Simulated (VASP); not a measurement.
# TePbS4 (Amm2) in VASP: notebook

The runs below take TePbS4 through single point, with PBE, r2SCAN.

Program: VASP 6.6.1. These are calculated values, not measurements. Logs are shortened: lines on timing, memory, paths and dates and some standing lists are left out, and cuts for length are marked.

## 1. The cell of the first run

The structure is orthorhombic, space group Amm2 (No. 38). The conventional cell has a = 7.730 Å, b = 8.547 Å, c = 4.776 Å, α = 90.00°, β = 90.00°, γ = 90.00°. Te (site symmetry mm2) has 4 S at 2.69 Å within 3.5 Å. Within 3.8 Å of Pb (site symmetry mm2) lie 8 S at 2.91 to 3.33 Å. Within 3.2 Å of S (site symmetry 1) lie 2 S at 2.45 Å and 1 Te at 2.69 Å and 1 Pb at 2.91 Å.

The cell was generated, and may not be a known phase.

## 2. Single point, PBE

Contents of INCAR:

```
PREC = Accurate
ENCUT = 520
EDIFF = 1E-6
ISMEAR = 0
SIGMA = 0.1
LREAL = F
LASPH = T
NELM = 80
ALGO = Normal
ISIF = 2
LWAVE = F
LCHARG = F
GGA = PE
NBANDS = 31
```

Contents of KPOINTS:

```
regular mesh
0
Gamma
  4 8 8
```

Contents of POSCAR:

```
TePbS4
1.0
    7.7300629310      0.0000000000      0.0000000000
    0.0000000000      4.2736355144      2.3881350868
    0.0000000000     -4.2736355144      2.3881350868
Te Pb S
1 1 4
Direct
    0.5000000000      0.8269373039      0.8269373039
    0.0000000000      0.5904836523      0.5904836523
    0.7508531918      0.0457069307      0.6097703863
    0.2491468082      0.6097703863      0.0457069307
    0.7508531918      0.6097703863      0.0457069307
    0.2491468082      0.0457069307      0.6097703863
```

Potentials or basis: VASP PAW PBE potentials, release 64 (Te, Pb_d, S).

Command:

```sh
> cat potpaw_PBE.64/Te/POTCAR potpaw_PBE.64/Pb_d/POTCAR potpaw_PBE.64/S/POTCAR > POTCAR
> mpirun -np 1 vasp_std > vasp.out
```

OUTCAR:

```text
PREC = Accurate
   ENCUT = 520
   EDIFF = 1E-6
   ISMEAR = 0
   LREAL = F
   LASPH = T
   NELM = 80
   ISIF = 2
   GGA = PE

 ion  position               nearest neighbor table
   1  0.500  0.827  0.827-   3 2.69   4 2.69   5 2.69   6 2.69
   2  0.000  0.590  0.590-   3 2.91   4 2.91   5 2.91   6 2.91   4 3.33   5 3.33   3 3.33   6 3.33

   3  0.751  0.046  0.610-   5 2.45   5 2.45   1 2.69   2 2.91   2 3.33
   4  0.249  0.610  0.046-   6 2.45   6 2.45   1 2.69   2 2.91   2 3.33
   5  0.751  0.610  0.046-   3 2.45   3 2.45   1 2.69   2 2.91   2 3.33
   6  0.249  0.046  0.610-   4 2.45   4 2.45   1 2.69   2 2.91   2 3.33

  LATTYP: Found a base centered orthorhombic cell.
 ALAT       =     4.7762701736
 B/A-ratio  =     1.7895283805
 C/A-ratio  =     1.6184308362

  Lattice vectors:

 A1 = (   0.0000000000,   4.2736355144,   2.3881350868)
 A2 = (   0.0000000000,  -4.2736355144,   2.3881350868)
 A3 = (   7.7300629310,   0.0000000000,   0.0000000000)

Analysis of symmetry for initial positions (statically):
=====================================================================
 Subroutine PRICEL returns:
 Original cell was already a primitive cell.

 Routine SETGRP: Setting up the symmetry group for a
 base centered orthorhombic supercell.

 Subroutine GETGRP returns: Found  4 space group operations
 (whereof  4 operations were pure point group operations)
 out of a pool of  8 trial point group operations.

The static configuration has the point symmetry C_2v.

Analysis of symmetry for dynamics (positions and initial velocities):
=====================================================================
 Subroutine PRICEL returns:
 Original cell was already a primitive cell.

 Routine SETGRP: Setting up the symmetry group for a
 base centered orthorhombic supercell.

 Subroutine GETGRP returns: Found  4 space group operations
 (whereof  4 operations were pure point group operations)
 out of a pool of  8 trial point group operations.

The dynamic configuration has the point symmetry C_2v.

 Subroutine INISYM returns: Found  4 space group operations
 (whereof  4 operations are pure point group operations),
 and found     1 'primitive' translations

----------------------------------------------------------------------------------------

                                     Primitive cell

  volume of cell :     157.7863

  direct lattice vectors                    reciprocal lattice vectors
     7.730062931  0.000000000  0.000000000     0.129365053  0.000000000  0.000000000
     0.000000000  4.273635514  2.388135087     0.000000000  0.116996407  0.209368391
     0.000000000 -4.273635514  2.388135087     0.000000000 -0.116996407  0.209368391

  length of vectors
     7.730062931  4.895625568  4.895625568     0.129365053  0.239840118  0.239840118

  position of ions in fractional coordinates (direct lattice)
     0.500000000  0.826937304  0.826937304
     0.000000000  0.590483652  0.590483652
     0.750853192  0.045706931  0.609770386
     0.249146808  0.609770386  0.045706931
     0.750853192  0.609770386  0.045706931
     0.249146808  0.045706931  0.609770386

  ion indices of the primitive-cell ions
   primitive index   ion index
                 1           1
                 2           2
                 3           3
                 4           4
                 5           5
                 6           6

----------------------------------------------------------------------------------------

 KPOINTS: regular mesh

Automatic generation of k-mesh.
 Grid dimensions read from file:
 generate k-points for:    4    8    8

 Generating k-lattice:

  Cartesian coordinates                     Fractional coordinates (reciprocal lattice)
     0.032341263  0.000000000  0.000000000     0.250000000  0.000000000  0.000000000
     0.000000000  0.014624551  0.026171049     0.000000000  0.125000000  0.000000000
     0.000000000 -0.014624551  0.026171049     0.000000000  0.000000000  0.125000000

  Length of vectors
     0.032341263  0.029980015  0.029980015

  Shift w.r.t. Gamma in fractional coordinates (k-lattice)
     0.000000000  0.000000000  0.000000000

 Subroutine IBZKPT returns following result:
 ===========================================

 Found     63 irreducible k-points:

 Following reciprocal coordinates:
            Coordinates               Weight
  0.000000  0.000000  0.000000      1.000000
  0.250000  0.000000  0.000000      2.000000
  0.500000  0.000000  0.000000      1.000000
  0.000000  0.125000 -0.000000      4.000000
  0.250000  0.125000 -0.000000      8.000000
  0.500000  0.125000 -0.000000      4.000000
[... 16 lines left out ...]
  0.250000  0.375000  0.125000      8.000000
  0.500000  0.375000  0.125000      4.000000
 [... further k-points ...]
   k-points           NKPTS =     63   k-points in BZ     NKDIM =     63   number of bands    NBANDS=     31
   number of dos      NEDOS =    301   number of ions     NIONS =      6
   total plane-waves  NPLWV =  77760
   dimension x,y,z NGX =    60 NGY =   36 NGZ =   36
   dimension x,y,z NGXF=   120 NGYF=   72 NGZF=   72
   ions per type =               1   1   4
   NGX,Y,Z   is equivalent  to a cutoff of  12.90, 12.22, 12.22 a.u.
   NGXF,Y,Z  is equivalent  to a cutoff of  25.81, 24.45, 24.45 a.u.
 SYSTEM =  unknown system
   PREC   = accura    normal or accurate (medium, high low for compatibility)
   ISTART =      0    job   : 0-new  1-cont  2-samecut
   ICHARG =      2    charge: 1-file 2-atom 10-const
   ISPIN  =      1    spin polarized calculation?
   LNONCOLLINEAR =      F non collinear calculations
   LSORBIT =      F    spin-orbit coupling
   LASPH  =      T    aspherical Exc in radial PAW
   ENCUT  =  520.0 eV  38.22 Ry    6.18 a.u.  14.37  9.10  9.10*2*pi/ulx,y,z
   NELM   =     80;   NELMIN=  2; NELMDL= -5     # of ELM steps
   EDIFF  = 0.1E-05   stopping-criterion for ELM
   LREAL  =      F    real-space projection
   EDIFFG = 0.1E-04   stopping-criterion for IOM
   NSW    =      0    number of steps for IOM
   IBRION =     -1    ionic relax: 0-MD 1-quasi-New 2-CG
   NFREE  =      0    steps in history (QN), initial steepest desc. (CG)
   ISIF   =      2    stress and relaxation
   ISYM   =      2    0-nonsym 1-usesym 2-fastsym
   POTIM  = 0.5000    time-step for ionic-motion
   TEBEG  =    0.0;   TEEND  =   0.0 temperature during run
   PSTRESS=    0.0 pullay stress
   NELECT =      44.0000    total number of electrons
   NUPDOWN=      -1.0000    fix difference up-down
   EMIN   =  10.00;   EMAX   =-10.00  energy-range for DOS
   EFERMI =   0.00;   METHOD = LEGACY
   ISMEAR =     0;   SIGMA  =   0.10  broadening in eV -4-tet -1-fermi 0-gaus
   EFERMI_NEDOS =   21; number of points for ismear=-14 and -15
   IALGO  =     38    algorithm
   IMIX   =      4    mixing-type and parameters
     AMIX     =   0.40;   BMIX     =  1.00
     AMIX_MAG =   1.60;   BMIX_MAG =  1.00
  volume/ion in A,a.u.               =      26.30       177.47
  Fermi-wavevector in a.u.,A,eV,Ry     =   1.069554  2.021163 15.564318  1.143945
  Thomas-Fermi vector in A             =   2.205237
   LORBIT       =      0    0 simple, 1 ext, 2 COOP (PROOUT), +10 PAW based schemes
   GGA     = PE    functional components
   LHFCALC =     F    Hartree Fock is set to
   AEXX    =    0.0000 exact exchange contribution
   IVDW    =     0    specifies the selected vdW correction
   LEPSILON=     F    determine dielectric tensor
   LRPA    =     F    only Hartree local field effects (RPA)
 non-spin polarized calculation
 Gauss-broadening in eV      SIGMA  =   0.10
  energy-cutoff  :      520.00
  volume of cell :      157.79
 maximum number of plane-waves:      4279
 NGX is ok and might be reduce to    60
   NGX = 29   NGY = 19   NGZ = 19

 number of electron      44.0000003 magnetization

 Free energy of the ion-electron system (eV)
  ---------------------------------------------------
  ext. energy  EPLUGINS =         0.00000000
  ---------------------------------------------------
  free energy    TOTEN  =       -22.81290584 eV

  energy without entropy =      -22.80026987  energy(sigma->0) =      -22.80658786

 E-fermi :   4.4667     XC(G=0):  -9.0689

 val. band max:        4.4654471698   @ k =   0.2500   0.5000  -0.0000
 cond. band min:       4.4825505773   @ k =   0.0000   0.3750   0.1250
 fundamental gap:      0.0171034075
 Fermi energy:         4.4667436501

 k-point     1 :       0.0000    0.0000    0.0000
  band No.  band energies     occupation
      1     -12.4371      2.00000
      2     -12.4152      2.00000
      3     -12.4137      2.00000
      4     -12.4131      2.00000
      5     -12.3790      2.00000
      6     -10.3506      2.00000
[... 23 lines left out ...]
     30       9.1890      0.00000
     31      10.3495      0.00000

 k-point     2 :       0.2500    0.0000    0.0000
  band No.  band energies     occupation
      1     -12.4365      2.00000
      2     -12.4151      2.00000
      3     -12.4137      2.00000
      4     -12.4135      2.00000
      5     -12.3789      2.00000
      6     -10.2818      2.00000
[... 23 lines left out ...]
     30       9.6481      0.00000
     31      10.3516      0.00000

 k-point     3 :       0.5000    0.0000    0.0000
  band No.  band energies     occupation
      1     -12.4359      2.00000
      2     -12.4151      2.00000
      3     -12.4139      2.00000
      4     -12.4138      2.00000
      5     -12.3788      2.00000
      6     -10.1619      2.00000
[... 23 lines left out ...]
     30      10.4281      0.00000
     31      10.6773      0.00000

 k-point     4 :       0.0000    0.1250   -0.0000
  band No.  band energies     occupation
      1     -12.4353      2.00000
      2     -12.4183      2.00000
      3     -12.4147      2.00000
      4     -12.4128      2.00000
      5     -12.3783      2.00000
      6     -10.2580      2.00000
[... 635 lines left out ...]
     30      10.5096      0.00000
     31      11.2161      0.00000

 k-point    23 :       0.2500    0.3750    0.1250
  band No.  band energies     occupation
      1     -12.4375      2.00000
      2     -12.4261      2.00000
      3     -12.4173      2.00000
      4     -12.4115      2.00000
      5     -12.3735      2.00000
      6      -9.1511      2.00000
[... 23 lines left out ...]
     30      10.4898      0.00000
     31      11.1347      0.00000

 k-point    24 :       0.5000    0.3750    0.1250
  band No.  band energies     occupation
      1     -12.4380      2.00000
      2     -12.4258      2.00000
      3     -12.4176      2.00000
      4     -12.4114      2.00000
      5     -12.3734      2.00000
      6      -9.0482      2.00000
[... 23 lines left out ...]
     30      10.4858      0.00000
     31      11.1142      0.00000

 [... further k-points ...]

------------------------ aborting loop because EDIFF is reached ----------------------------------------

  FORCE on cell =-STRESS in cart. coord.  units (eV):
  Direction    XX          YY          ZZ          XY          YZ          ZX
  --------------------------------------------------------------------------------------
  -------------------------------------------------------------------------------------
  Total       -0.1106640     -0.0957148     -0.1131786      0.0000000      0.0000000      0.0000000
  in kB       -1.1236925     -0.9718973     -1.1492262      0.0000000      0.0000000      0.0000000
  external PRESSURE =      -1.0816053 kB  Pullay stress =       0.0000000 kB

 VOLUME and BASIS-vectors are now :
 -----------------------------------------------------------------------------
  energy-cutoff  :      520.00
  volume of cell :      157.79
      direct lattice vectors                 reciprocal lattice vectors
     7.730062931  0.000000000  0.000000000     0.129365053  0.000000000  0.000000000
     0.000000000  4.273635514  2.388135087     0.000000000  0.116996407  0.209368391
     0.000000000 -4.273635514  2.388135087     0.000000000 -0.116996407  0.209368391

 POSITION                                       TOTAL-FORCE (eV/Angst)
 -----------------------------------------------------------------------------------
      3.86503      0.00000      3.94968         0.000000      0.000000     -0.001395
      0.00000      0.00000      2.82031         0.000000      0.000000     -0.001054
      5.80414     -2.41060      1.56537        -0.006955     -0.000452      0.000612
      1.92592      2.41060      1.56537         0.006955      0.000452      0.000612
      5.80414      2.41060      1.56537        -0.006955      0.000452      0.000612
      1.92592     -2.41060      1.56537         0.006955     -0.000452      0.000612
 -----------------------------------------------------------------------------------
    total drift:                               -0.000000     -0.000000     -0.000192

  FREE ENERGIE OF THE ION-ELECTRON SYSTEM (eV)
  ---------------------------------------------------
  free  energy   TOTEN  =       -22.8129058428 eV

  energy  without entropy=      -22.8002698700  energy(sigma->0) =      -22.80658786
```

It took 2.1 min on 1 thread of Intel Xeon 6975P-C (Granite Rapids), shared host; peak memory 0.44 GiB.

What came out:

* Free energy: -22.8129 eV
* Pressure: -0.1 GPa
* Largest force: 0.007 eV/Å
* Band gap on the k mesh: zero (bands 22 and 23 overlap by 0.15 eV)

Forces on the atoms (eV/Å):
```
Te   0.000  0.000 -0.001
Pb   0.000  0.000 -0.001
S   -0.007  0.000  0.001
S    0.007  0.000  0.001
S   -0.007  0.000  0.001
S    0.007  0.000  0.001
```

Caveat: semilocal functionals underestimate gaps, and a narrow one can read as zero; spin-orbit coupling is left out, which moves the levels of the heavy elements.

## 3. Single point, r2SCAN

POSCAR is that of step 2.

Contents of INCAR.step1:

```
ALGO = Normal
EDIFF = 1E-4
ENCUT = 520
GGA = PE
ISMEAR = 0
LASPH = T
LCHARG = F
LREAL = F
LWAVE = T
NBANDS = 31
NELM = 100
PREC = Accurate
SIGMA = 0.1
```

Contents of INCAR.step2:

```
ALGO = Normal
EDIFF = 1E-6
ENCUT = 520
ISIF = 2
ISMEAR = 0
ISTART = 1
LASPH = T
LCHARG = F
LMIXTAU = T
LREAL = F
LWAVE = F
METAGGA = R2SCAN
NBANDS = 31
NELM = 100
PREC = Accurate
SIGMA = 0.1
```

Contents of KPOINTS:

```
k-points
0
Gamma
  4 8 8
```

Potentials or basis: VASP PAW PBE potentials, release 64 (Te, Pb_d, S).

Command:

```sh
> cat potpaw_PBE.64/Te/POTCAR potpaw_PBE.64/Pb_d/POTCAR potpaw_PBE.64/S/POTCAR > POTCAR
> cp INCAR.step1 INCAR
> mpirun -np 1 vasp_std > vasp.out
> cp INCAR.step2 INCAR
> mpirun -np 1 vasp_std > vasp.out
```

It took 6.2 min on 1 thread of Intel Xeon 6975P-C (Granite Rapids), shared host; peak memory 0.49 GiB.

It converged, with:

```yaml
Free_energy: -113.4610 eV
Pressure: -1.1 GPa
Largest_force: 0.028 eV/Å
Band_gap_on_the_k_mesh: zero (bands 22 and 23 overlap by 0.12 eV)
```

Forces on the atoms (eV/Å):
```
Te   0.000  0.000  0.007
Pb   0.000  0.000  0.028
S   -0.011 -0.018 -0.009
S    0.011  0.018 -0.009
S   -0.011  0.018 -0.009
S    0.011 -0.018 -0.009
```

Stress tensor (GPa, compression positive):
```
-1.16  0.00  0.00
 0.00 -1.07  0.00
 0.00  0.00 -1.10
```

Levels at points of the mesh, in eV from the Fermi level:
| k point | band 20 | band 21 | band 22 | band 23 | band 24 | band 25 |
| --- | --- | --- | --- | --- | --- | --- |
| (0.00, 0.00, 0.00) | -1.63 | -1.03 | -0.28 | 1.78 | 2.42 | 2.74 |
| (0.50, 0.00, 0.00) | -1.15 | -1.14 | -0.94 | 1.53 | 2.36 | 2.78 |
| (0.00, 0.50, 0.00) | -0.86 | -0.26 | -0.13 | -0.02 | 0.16 | 1.41 |
| (0.50, 0.50, 0.00) | -0.58 | -0.22 | -0.11 | -0.06 | 0.08 | 1.66 |
| (0.00, 0.50, 0.50) | -1.15 | -0.76 | -0.52 | 1.16 | 2.66 | 3.25 |
| (0.50, 0.50, 0.50) | -0.90 | -0.51 | -0.06 | 2.40 | 2.76 | 3.14 |

Caveat: semilocal functionals underestimate gaps, and a narrow one can read as zero; the PAW data sets were made with another functional, which shifts forces and pressure a little; spin-orbit coupling is left out, which moves the levels of the heavy elements.

The gap in the log of VASP goes by the Fermi energy; the results here count the filled bands.